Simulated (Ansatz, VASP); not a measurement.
# Two plane-wave programs on AgSn2

```xyz
3
Lattice="5.2870 0.0000 0.0000 -2.6435 4.5786 0.0000 0.0000 0.0000 3.0834" Properties=species:S:1:pos:R:3 pbc="T T T"
Ag    0.0000    0.0000    0.0000
Sn    0.0000    3.0524    1.5417
Sn    2.6435    1.5262    1.5417
```

Alike in both runs: functional PBE; k mesh 12 × 12 × 16; occupations gaussian, width 0.1 eV; no spin polarisation.

Ansatz relaxed the structure, and its values are those at the end. VASP's run is a single point on that final structure, the one shown.

|  | VASP | Ansatz |
| --- | --- | --- |
| version | VASP 6.6.1 | Ansatz 0.2.0 |
| potentials or method | VASP PAW PBE potentials, release 64 (Ag, Sn_d), cutoff 520 eV | scalar-relativistic, plane waves, PAW |
| valence electrons in the cell | 39 | 47 |

|  | VASP | Ansatz | Ansatz less VASP |
| --- | --- | --- | --- |
| gap on the k mesh at the Fermi level (eV) | none | none | - |
| pressure (GPa) | 0.0 | 0.0 | +0.02 |

A gap of «none» marks a metal or a gap that the smearing closes. VASP's potentials hold 39 valence electrons a cell and Ansatz's 47, so a difference there can come from the potentials and not from the codes.
